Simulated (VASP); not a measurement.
# InAs (F-43m) in VASP: further runs

InAs is run at these levels: LDA; tasks: single point, relaxation of cell and atoms.

Everything below comes from runs of VASP 6.6.1. Logs are shortened: lines on timing, memory, paths and dates and some standing lists are left out, and cuts for length are marked.

### Step 1. The cell of the first run

It takes space group F-43m (No. 216, cubic). Conventional cell: a = 6.107 Å, b = 6.107 Å, c = 6.107 Å, α = 90.00°, β = 90.00°, γ = 90.00°. In (site symmetry -43m) has 4 As at 2.64 Å within 3.5 Å. Within 3.5 Å of As (site symmetry -43m) lie 4 In at 2.64 Å.

### Step 2. Single point, LDA

Input file INCAR:

```
SYSTEM = InAs
PREC     = Accurate       ! precision mode
ENCUT    = 520            ! plane-wave cutoff, eV
EDIFF    = 1E-6           ! SCF threshold, eV
ISMEAR   = 0              ! smearing method
SIGMA    = 0.1            ! smearing width, eV
LREAL    = .FALSE.        ! projectors in reciprocal space
LASPH    = .TRUE.         ! aspherical terms in the spheres
NELM     = 100            ! most SCF steps
ALGO     = Normal         ! electronic algorithm
ISIF     = 2              ! what is computed and relaxed
LWAVE    = .FALSE.        ! write WAVECAR
LCHARG   = .TRUE.         ! write CHGCAR
GGA      = CA             ! functional
LELF     = .TRUE.         ! ELF
LVHAR    = .TRUE.       
NBANDS   = 16             ! bands
```

Input file KPOINTS:

```
Automatic mesh
0
G
  6 6 6
  0 0 0
```

Input file POSCAR:

```
InAs
1.0
    0.0000000000      3.0535616600      3.0535616600
    3.0535616600      0.0000000000      3.0535616600
    3.0535616600      3.0535616600      0.0000000000
In As
1 1
Direct
    0.2500000000      0.2500000000      0.2500000000
    0.0000000000      0.0000000000      0.0000000000
```

Potentials or basis: VASP PAW LDA potentials, release 64 (In_d, As).

The run is started by

```
$ cat potpaw_LDA.64/In_d/POTCAR potpaw_LDA.64/As/POTCAR > POTCAR
$ mpirun -np 1 vasp_std > vasp.out
```

OUTCAR:

```text
SYSTEM = InAs
   PREC = Accurate
   ENCUT = 520
   EDIFF = 1E-6
   ISMEAR = 0
   LREAL = .FALSE.
   LASPH = .TRUE.
   NELM = 100
   ISIF = 2
   GGA = CA

 ion  position               nearest neighbor table
   1  0.250  0.250  0.250-   2 2.64   2 2.64   2 2.64   2 2.64
   2  0.000  0.000  0.000-   1 2.64   1 2.64   1 2.64   1 2.64

  LATTYP: Found a face centered cubic cell.
 ALAT       =     6.1071233200

  Lattice vectors:

 A1 = (   0.0000000000,   3.0535616600,   3.0535616600)
 A2 = (   3.0535616600,   0.0000000000,   3.0535616600)
 A3 = (   3.0535616600,   3.0535616600,   0.0000000000)

Analysis of symmetry for initial positions (statically):
=====================================================================
 Subroutine PRICEL returns:
 Original cell was already a primitive cell.

 Routine SETGRP: Setting up the symmetry group for a
 face centered cubic supercell.

 Subroutine GETGRP returns: Found 24 space group operations
 (whereof 24 operations were pure point group operations)
 out of a pool of 48 trial point group operations.

The static configuration has the point symmetry T_d .

Analysis of symmetry for dynamics (positions and initial velocities):
=====================================================================
 Subroutine PRICEL returns:
 Original cell was already a primitive cell.

 Routine SETGRP: Setting up the symmetry group for a
 face centered cubic supercell.

 Subroutine GETGRP returns: Found 24 space group operations
 (whereof 24 operations were pure point group operations)
 out of a pool of 48 trial point group operations.

The dynamic configuration has the point symmetry T_d .

 Subroutine INISYM returns: Found 24 space group operations
 (whereof 24 operations are pure point group operations),
 and found     1 'primitive' translations

----------------------------------------------------------------------------------------

                                     Primitive cell

  volume of cell :      56.9443

  direct lattice vectors                    reciprocal lattice vectors
     0.000000000  3.053561660  3.053561660    -0.163743214  0.163743214  0.163743214
     3.053561660  0.000000000  3.053561660     0.163743214 -0.163743214  0.163743214
     3.053561660  3.053561660  0.000000000     0.163743214  0.163743214 -0.163743214

  length of vectors
     4.318388313  4.318388313  4.318388313     0.283611566  0.283611566  0.283611566

  position of ions in fractional coordinates (direct lattice)
     0.250000000  0.250000000  0.250000000
     0.000000000  0.000000000  0.000000000

  ion indices of the primitive-cell ions
   primitive index   ion index
                 1           1
                 2           2

----------------------------------------------------------------------------------------

 KPOINTS: Automatic mesh

Automatic generation of k-mesh.
 Grid dimensions read from file:
 generate k-points for:    6    6    6

 Generating k-lattice:

  Cartesian coordinates                     Fractional coordinates (reciprocal lattice)
    -0.027290536  0.027290536  0.027290536     0.166666667  0.000000000  0.000000000
     0.027290536 -0.027290536  0.027290536     0.000000000  0.166666667  0.000000000
     0.027290536  0.027290536 -0.027290536     0.000000000  0.000000000  0.166666667

  Length of vectors
     0.047268594  0.047268594  0.047268594

  Shift w.r.t. Gamma in fractional coordinates (k-lattice)
     0.000000000  0.000000000  0.000000000

 Subroutine IBZKPT returns following result:
 ===========================================

 Found     16 irreducible k-points:

 Following reciprocal coordinates:
            Coordinates               Weight
  0.000000  0.000000  0.000000      1.000000
  0.166667  0.000000  0.000000      8.000000
  0.333333  0.000000  0.000000      8.000000
  0.500000  0.000000  0.000000      4.000000
  0.166667  0.166667  0.000000      6.000000
  0.333333  0.166667  0.000000     24.000000
[... 8 lines left out ...]
 -0.333333  0.333333  0.166667     24.000000
 -0.333333  0.500000  0.166667     12.000000
   k-points           NKPTS =     16   k-points in BZ     NKDIM =     16   number of bands    NBANDS=     16
   number of dos      NEDOS =    301   number of ions     NIONS =      2
   total plane-waves  NPLWV =  32768
   dimension x,y,z NGX =    32 NGY =   32 NGZ =   32
   dimension x,y,z NGXF=    64 NGYF=   64 NGZF=   64
   ions per type =               1   1
   NGX,Y,Z   is equivalent  to a cutoff of  12.32, 12.32, 12.32 a.u.
   NGXF,Y,Z  is equivalent  to a cutoff of  24.64, 24.64, 24.64 a.u.
 SYSTEM =  InAs
   PREC   = accura    normal or accurate (medium, high low for compatibility)
   ISTART =      0    job   : 0-new  1-cont  2-samecut
   ICHARG =      2    charge: 1-file 2-atom 10-const
   ISPIN  =      1    spin polarized calculation?
   LNONCOLLINEAR =      F non collinear calculations
   LSORBIT =      F    spin-orbit coupling
   LASPH  =      T    aspherical Exc in radial PAW
   ENCUT  =  520.0 eV  38.22 Ry    6.18 a.u.   8.03  8.03  8.03*2*pi/ulx,y,z
   NELM   =    100;   NELMIN=  2; NELMDL= -5     # of ELM steps
   EDIFF  = 0.1E-05   stopping-criterion for ELM
   LREAL  =      F    real-space projection
   EDIFFG = 0.1E-04   stopping-criterion for IOM
   NSW    =      0    number of steps for IOM
   IBRION =     -1    ionic relax: 0-MD 1-quasi-New 2-CG
   NFREE  =      0    steps in history (QN), initial steepest desc. (CG)
   ISIF   =      2    stress and relaxation
   ISYM   =      2    0-nonsym 1-usesym 2-fastsym
   POTIM  = 0.5000    time-step for ionic-motion
   TEBEG  =    0.0;   TEEND  =   0.0 temperature during run
   PSTRESS=    0.0 pullay stress
   NELECT =      18.0000    total number of electrons
   NUPDOWN=      -1.0000    fix difference up-down
   EMIN   =  10.00;   EMAX   =-10.00  energy-range for DOS
   EFERMI =   0.00;   METHOD = LEGACY
   ISMEAR =     0;   SIGMA  =   0.10  broadening in eV -4-tet -1-fermi 0-gaus
   EFERMI_NEDOS =   21; number of points for ismear=-14 and -15
   IALGO  =     38    algorithm
   IMIX   =      4    mixing-type and parameters
     AMIX     =   0.40;   BMIX     =  1.00
     AMIX_MAG =   1.60;   BMIX_MAG =  1.00
  volume/ion in A,a.u.               =      28.47       192.14
  Fermi-wavevector in a.u.,A,eV,Ry     =   1.115190  2.107404 16.920877  1.243649
  Thomas-Fermi vector in A             =   2.251793
   LORBIT       =      0    0 simple, 1 ext, 2 COOP (PROOUT), +10 PAW based schemes
   GGA     = CA    functional components
   LHFCALC =     F    Hartree Fock is set to
   AEXX    =    0.0000 exact exchange contribution
   IVDW    =     0    specifies the selected vdW correction
   LEPSILON=     F    determine dielectric tensor
   LRPA    =     F    only Hartree local field effects (RPA)
 non-spin polarized calculation
 Gauss-broadening in eV      SIGMA  =   0.10
  energy-cutoff  :      520.00
  volume of cell :       56.94
 maximum number of plane-waves:      1544
   NGX = 17   NGY = 17   NGZ = 17

 number of electron      17.9999995 magnetization

 Free energy of the ion-electron system (eV)
  ---------------------------------------------------
  ext. energy  EPLUGINS =         0.00000000
  ---------------------------------------------------
  free energy    TOTEN  =        -8.99703388 eV

  energy without entropy =       -8.99631965  energy(sigma->0) =       -8.99667677

 E-fermi :   4.0764     XC(G=0):  -9.2842

 val. band max:        4.0459232286   @ k =   0.0000   0.0000   0.0000
 cond. band min:       4.7848849934   @ k =   0.5000   0.0000   0.0000
 fundamental gap:      0.7389617649
 Fermi energy:         4.0763812574

 k-point     1 :       0.0000    0.0000    0.0000
  band No.  band energies     occupation
      1     -10.2593      2.00000
      2     -10.2593      2.00000
      3     -10.2593      2.00000
      4     -10.1431      2.00000
      5     -10.1431      2.00000
      6      -7.6810      2.00000
[... 8 lines left out ...]
     15      13.6790      0.00000
     16      13.6790      0.00000

 k-point     2 :       0.1667    0.0000    0.0000
  band No.  band energies     occupation
      1     -10.2901      2.00000
      2     -10.2504      2.00000
      3     -10.2504      2.00000
      4     -10.1432      2.00000
      5     -10.1432      2.00000
      6      -7.4119      2.00000
[... 8 lines left out ...]
     15      12.5694      0.00000
     16      12.5694      0.00000

 k-point     3 :       0.3333    0.0000    0.0000
  band No.  band energies     occupation
      1     -10.3464      2.00000
      2     -10.2358      2.00000
      3     -10.2358      2.00000
      4     -10.1397      2.00000
      5     -10.1397      2.00000
      6      -6.7454      2.00000
[... 8 lines left out ...]
     15      13.0143      0.00000
     16      13.0143      0.00000

 k-point     4 :       0.5000    0.0000    0.0000
  band No.  band energies     occupation
      1     -10.3726      2.00000
      2     -10.2305      2.00000
      3     -10.2305      2.00000
      4     -10.1359      2.00000
      5     -10.1359      2.00000
      6      -6.2903      2.00000
[... 8 lines left out ...]
     15      14.6246      0.00000
     16      14.6246      0.00000
[... 172 lines left out ...]
 k-point    14 :       0.5000    0.3333    0.1667
  band No.  band energies     occupation
      1     -10.3850      2.00000
      2     -10.2192      2.00000
      3     -10.2077      2.00000
      4     -10.1569      2.00000
      5     -10.1327      2.00000
      6      -6.2415      2.00000
[... 8 lines left out ...]
     15      14.4017      0.00000
     16      15.7276      0.00000

 k-point    15 :      -0.3333    0.3333    0.1667
  band No.  band energies     occupation
      1     -10.3965      2.00000
      2     -10.2189      2.00000
      3     -10.2000      2.00000
      4     -10.1533      2.00000
      5     -10.1361      2.00000
      6      -5.8935      2.00000
[... 8 lines left out ...]
     15      14.6542      0.00000
     16      15.6098      0.00000

 k-point    16 :      -0.3333    0.5000    0.1667
  band No.  band energies     occupation
      1     -10.4118      2.00000
      2     -10.2067      2.00000
      3     -10.1902      2.00000
      4     -10.1634      2.00000
      5     -10.1308      2.00000
      6      -5.7428      2.00000
[... 8 lines left out ...]
     15      15.4620      0.00000
     16      15.6368      0.00000

------------------------ aborting loop because EDIFF is reached ----------------------------------------

  FORCE on cell =-STRESS in cart. coord.  units (eV):
  Direction    XX          YY          ZZ          XY          YZ          ZX
  --------------------------------------------------------------------------------------
  -------------------------------------------------------------------------------------
  Total       -0.7145552     -0.7145552     -0.7145552      0.0000000      0.0000000      0.0000000
  in kB      -20.1046388    -20.1046388    -20.1046388      0.0000000      0.0000000      0.0000000
  external PRESSURE =     -20.1046388 kB  Pullay stress =       0.0000000 kB

 VOLUME and BASIS-vectors are now :
 -----------------------------------------------------------------------------
  energy-cutoff  :      520.00
  volume of cell :       56.94
      direct lattice vectors                 reciprocal lattice vectors
     0.000000000  3.053561660  3.053561660    -0.163743214  0.163743214  0.163743214
     3.053561660  0.000000000  3.053561660     0.163743214 -0.163743214  0.163743214
     3.053561660  3.053561660  0.000000000     0.163743214  0.163743214 -0.163743214

 POSITION                                       TOTAL-FORCE (eV/Angst)
 -----------------------------------------------------------------------------------
      1.52678      1.52678      1.52678         0.000000      0.000000     -0.000000
      0.00000      0.00000      0.00000        -0.000000     -0.000000      0.000000
 -----------------------------------------------------------------------------------
    total drift:                                0.000000      0.000000     -0.000000

  FREE ENERGIE OF THE ION-ELECTRON SYSTEM (eV)
  ---------------------------------------------------
  free  energy   TOTEN  =        -8.9970338839 eV

  energy  without entropy=       -8.9963196536  energy(sigma->0) =       -8.99667677
```

It took 16 s on 1 thread of AMD EPYC 7R13, shared host; peak memory 0.13 GiB.

Results:

| Quantity | Value |
| --- | --- |
| Free energy | -8.9970 eV |
| Pressure | -2.0 GPa |
| Band gap on the k mesh | zero (filled and empty bands touch) |

Levels at points of the mesh, in eV from the Fermi level:
| k point | band 7 | band 8 | band 9 | band 10 | band 11 | band 12 |
| --- | --- | --- | --- | --- | --- | --- |
| (0.00, 0.00, 0.00) | -0.58 | -0.03 | -0.03 | -0.03 | 3.77 | 3.77 |
| (0.50, 0.00, 0.00) | -5.73 | -0.99 | -0.99 | 0.71 | 4.55 | 4.55 |
| (0.50, 0.50, 0.00) | -5.83 | -2.28 | -2.28 | 1.43 | 1.91 | 8.78 |

Caveat: semilocal functionals underestimate gaps, and a narrow one can read as zero; spin-orbit coupling is left out, which moves the levels of the heavy elements.

[end of part 1 of 2]

The gap in the log of VASP goes by the Fermi energy; the results here count the filled bands.